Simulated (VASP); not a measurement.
Input of a VASP 6.6.1 run:

Contents of INCAR:

```
PREC     = Accurate       # precision mode
ENCUT    = 520            # plane-wave cutoff, eV
EDIFF    = 1E-6           # SCF threshold, eV
ISMEAR   = -1             # smearing method
SIGMA    = 0.08           # smearing width, eV
LREAL    = False          # projectors in reciprocal space
LASPH    = True           # aspherical terms in the spheres
NELM     = 60             # most SCF steps
ALGO     = Normal         # electronic algorithm
ISIF     = 2              # what is computed and relaxed
LWAVE    = False          # write WAVECAR
LCHARG   = True           # write CHGCAR
GGA      = PE             # functional
LELF     = True           # ELF
LVHAR    = True         
NBANDS   = 26             # bands
```

The input KPOINTS:

```
regular mesh
0
Gamma
  10 10 6
```

Contents of POSCAR:

```
CdS
1.0
    2.5050775301      0.0000000000      0.0000000000
   -1.2525387650      2.1694607795      0.0000000000
    0.0000000000      0.0000000000      9.0903493106
Cd S
2 2
Direct
    0.3333333333      0.6666666667      0.0590324883
    0.6666666667      0.3333333333      0.5590324883
    0.3333333333      0.6666666667      0.3169675117
    0.6666666667      0.3333333333      0.8169675117
```

Potentials or basis: VASP PAW PBE potentials, release 64 (Cd, S).

Command:

```bash
$ cat potpaw_PBE.64/Cd/POTCAR potpaw_PBE.64/S/POTCAR > POTCAR
$ mpirun -np 1 vasp_std > vasp.out
```

Q: Predict the pressure.

A: 103.0 GPa.

Q: Estimate the band gap on the k mesh.

A: Zero (band 18 reaches 14.50 eV, above the bottom of band 19 at 8.12 eV).

Q: What does it give for the largest force?

A: 0.012 eV/Å.

Forces in eV/Å, atoms in the order of the input:
```
Cd   0.000  0.000  0.012
Cd   0.000  0.000  0.012
S    0.000  0.000 -0.012
S    0.000  0.000 -0.012
```
